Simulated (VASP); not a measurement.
# PtSe2 (P-3m1) in VASP: further runs, part 2 of 2

VASP 6.6.1.

### 5 Single point, PBEsol

This run uses another cell than the first one, of 17.48 Å³/atom, 0.881 times its volume.

INCAR reads:

```
SYSTEM = PtSe2
PREC     = Accurate       ! precision mode
ENCUT    = 520            ! plane-wave cutoff, eV
EDIFF    = 1E-6           ! SCF threshold, eV
ISMEAR   = -1             ! smearing method
SIGMA    = 0.15           ! smearing width, eV
LREAL    = .False.        ! projectors in reciprocal space
LASPH    = .True.         ! aspherical terms in the spheres
NELM     = 60             ! most SCF steps
ALGO     = Normal         ! electronic algorithm
ISIF     = 2              ! what is computed and relaxed
LWAVE    = .False.        ! write WAVECAR
LCHARG   = .True.         ! write CHGCAR
GGA      = PS             ! functional
LELF     = .True.         ! ELF
LVHAR    = .True.       
NBANDS   = 18             ! bands
```

KPOINTS reads:

```
Automatic mesh
0
Gamma
  12 12 8
  0 0 0
```

POSCAR reads:

```
PtSe2
1.0
    3.6948338386      0.0000000000      0.0000000000
   -1.8474169193      3.1998199670      0.0000000000
    0.0000000000      0.0000000000      4.4362399595
Pt Se
1 2
Direct
    0.0000000000      0.0000000000      0.0000000000
    0.3333333333      0.6666666667      0.2822136036
    0.6666666667      0.3333333333      0.7177863964
```

Potentials or basis: VASP PAW PBE potentials, release 64 (Pt, Se).

Launch:

```
$ cat potpaw_PBE.64/Pt/POTCAR potpaw_PBE.64/Se/POTCAR > POTCAR
$ mpirun -np 1 vasp_std > vasp.out
```

OUTCAR:

```text
SYSTEM = PtSe2
   PREC = Accurate
   ENCUT = 520
   EDIFF = 1E-6
   ISMEAR = -1
   LREAL = .False.
   LASPH = .True.
   NELM = 60
   ISIF = 2
   GGA = PS

 ion  position               nearest neighbor table
   1  0.000  0.000  0.000-   2 2.47   3 2.47   3 2.47   2 2.47   3 2.47   2 2.47
   2  0.333  0.667  0.282-   1 2.47   1 2.47   1 2.47
   3  0.667  0.333  0.718-   1 2.47   1 2.47   1 2.47

  LATTYP: Found a hexagonal cell.
 ALAT       =     3.6948338386
 C/A-ratio  =     1.2006602065

  Lattice vectors:

 A1 = (   3.6948338386,   0.0000000000,   0.0000000000)
 A2 = (  -1.8474169193,   3.1998199670,   0.0000000000)
 A3 = (   0.0000000000,   0.0000000000,   4.4362399595)

Analysis of symmetry for initial positions (statically):
=====================================================================
 Subroutine PRICEL returns:
 Original cell was already a primitive cell.

 Routine SETGRP: Setting up the symmetry group for a
 hexagonal supercell.

 Subroutine GETGRP returns: Found 12 space group operations
[... 159 lines left out ...]
  ---------------------------------------------------
  ext. energy  EPLUGINS =         0.00000000
  ---------------------------------------------------
  free energy    TOTEN  =       -15.71548793 eV

  energy without entropy =      -15.65997051  energy(sigma->0) =      -15.68772922

 E-fermi :   8.2049     XC(G=0): -11.6605

 val. band max:        8.1433687070   @ k =   0.0833   0.0000   0.2500
 cond. band min:       8.2193816473   @ k =   0.0000   0.2500   0.2500
 fundamental gap:      0.0760129403
 Fermi energy:         8.2049172782

 k-point     1 :       0.0000    0.0000    0.0000
  band No.  band energies     occupation
      1      -8.4645      2.00000
      2      -4.1424      2.00000
      3       0.3593      2.00000
      4       1.4155      2.00000
      5       1.4155      2.00000
      6       4.1605      2.00000
[... 481 lines left out ...]
      5       2.2096      2.00000
      6       3.2539      2.00000
[... 10 lines left out ...]
     17      16.9215      0.00000
     18      17.2507      0.00000

 [... further k-points ...]
[... 5 lines left out ...]
  --------------------------------------------------------------------------------------
  -------------------------------------------------------------------------------------
  Total        3.9972746      3.9972746      3.9768259      0.0000000      0.0000000      0.0000000
  in kB      122.1065840    122.1065840    121.4819286      0.0000000      0.0000000      0.0000000
  external PRESSURE =     121.8983655 kB  Pullay stress =       0.0000000 kB

 VOLUME and BASIS-vectors are now :
 -----------------------------------------------------------------------------
  energy-cutoff  :      520.00
  volume of cell :       52.45
      direct lattice vectors                 reciprocal lattice vectors
     3.694833839  0.000000000  0.000000000     0.270648165  0.156258791  0.000000000
    -1.847416919  3.199819967  0.000000000     0.000000000  0.312517582  0.000000000
     0.000000000  0.000000000  4.436239959     0.000000000  0.000000000  0.225416120

 POSITION                                       TOTAL-FORCE (eV/Angst)
 -----------------------------------------------------------------------------------
      0.00000      0.00000      0.00000         0.000000      0.000000      0.000000
     -0.00000      2.13321      1.25197        -0.000000      0.000000      0.019830
      1.84742      1.06661      3.18427         0.000000     -0.000000     -0.019830
 -----------------------------------------------------------------------------------
    total drift:                               -0.000000      0.000000      0.000000

  FREE ENERGIE OF THE ION-ELECTRON SYSTEM (eV)
  ---------------------------------------------------
  free  energy   TOTEN  =       -15.7154879285 eV

  energy  without entropy=      -15.6599705127  energy(sigma->0) =      -15.68772922
```

OSZICAR:

```text
N       E                     dE             d eps       ncg     rms          rms(c)
DAV:   1     0.110647957423E+03    0.11065E+03   -0.10331E+04  4740   0.110E+03
DAV:   2    -0.115144972347E+02   -0.12216E+03   -0.11806E+03  5804   0.218E+02
DAV:   3    -0.164151576884E+02   -0.49007E+01   -0.48514E+01  5682   0.433E+01
DAV:   4    -0.164497261815E+02   -0.34568E-01   -0.34548E-01  5838   0.391E+00
DAV:   5    -0.164500021411E+02   -0.27596E-03   -0.27595E-03  5546   0.350E-01    0.144E+01
DAV:   6    -0.159031369693E+02    0.54687E+00   -0.38474E+00  4866   0.171E+01    0.858E+00
DAV:   7    -0.157431795231E+02    0.15996E+00   -0.68293E-01  4858   0.806E+00    0.440E+00
DAV:   8    -0.157173010970E+02    0.25878E-01   -0.45855E-02  5222   0.164E+00    0.740E-01
DAV:   9    -0.157154772385E+02    0.18239E-02   -0.51253E-03  5102   0.639E-01    0.169E-01
DAV:  10    -0.157154919237E+02   -0.14685E-04   -0.75341E-04  5366   0.186E-01    0.416E-02
DAV:  11    -0.157154877528E+02    0.41710E-05   -0.51520E-05  5516   0.556E-02    0.245E-02
DAV:  12    -0.157154879285E+02   -0.17572E-06   -0.24468E-06  4910   0.112E-02
   1 F= -.15715488E+02 E0= -.15687729E+02  d E =-.555174E-01
```

stdout:

```text
POSCAR found type information on POSCAR PtSe
 POSCAR found :  2 types and       3 ions
 scaLAPACK will be used
 -----------------------------------------------------------------------------
|                                                                             |
|                                                                             |
|     You enforced a specific xc type in the INCAR file but a different       |
|     I HOPE YOU KNOW WHAT YOU ARE DOING!                                     |
|                                                                             |
 -----------------------------------------------------------------------------

 LDA part: xc-table for (Slater+PW92), standard interpolation
 POSCAR, INCAR and KPOINTS ok, starting setup
 FFT: planning ... GRIDC
 FFT: planning ... GRID_SOFT
 FFT: planning ... GRID
 WAVECAR not read
 entering main loop
```

Wall time 38 s (1 thread of Intel Xeon 6975P-C (Granite Rapids), shared host); peak memory 0.26 GiB.

What came out:

```yaml
Free_energy: -15.7155 eV
Pressure: 12.2 GPa
Largest_force: 0.020 eV/Å
Band_gap_on_the_k_mesh: zero (band 11 reaches 8.90 eV, above the bottom of band 12 at 8.24 eV)
```

Forces in eV/Å, atoms in the order of the input:
```
Pt   0.000  0.000  0.000
Se   0.000  0.000  0.020
Se   0.000  0.000 -0.020
```

Caveat: the PAW data sets were made with another functional, which shifts forces and pressure a little; spin-orbit coupling is left out, which moves the levels of the heavy elements.

### 6 Overview

| task | cell | k mesh | cutoff (eV) | smearing | gap on the mesh (eV) | pressure (GPa) | largest force (eV/Å) |
| --- | --- | --- | --- | --- | --- | --- | --- |
| single point | a = 3.761, b = 8.129 Å, angles 46.1, 60.0, 90.0°, 3 atoms | 9 × 5 × 17 | 520 | gaussian 0.1 eV | none | 0.1 | 0.02 |
| relaxation of cell and atoms | relaxed to 4 GPa from a = 3.761, b = 3.761, c = 4.859 Å, angles 90.0, 90.0, 120.0°, 3 atoms | 12 × 12 × 8 | 600 | fermi-dirac 0.15 eV | none | 4.0 | - |
| single point | a = 3.761, b = 8.129 Å, angles 133.9, 60.0, 90.0°, 3 atoms | 9 × 5 × 17 | 520 | gaussian 0.1 eV | none | 0.1 | 0.01 |
| single point | a = 3.695, b = 3.695, c = 4.436 Å, angles 90.0, 90.0, 120.0°, 3 atoms | 12 × 12 × 8 | 520 | fermi-dirac 0.15 eV | none | 12.2 | 0.02 |

Alike in all rows: level PBEsol; potentials or basis VASP PAW PBE potentials, release 64 (Pt, Se); no spin polarisation.

Caveats: the PAW data sets were made with another functional, which shifts forces and pressure a little; spin-orbit coupling is left out, which moves the levels of the heavy elements; the cell is relaxed towards a set pressure, so the enthalpy falls and the energy may rise (some runs).

Total energies depend on the potentials used, so only differences within one code and one set of settings carry meaning.
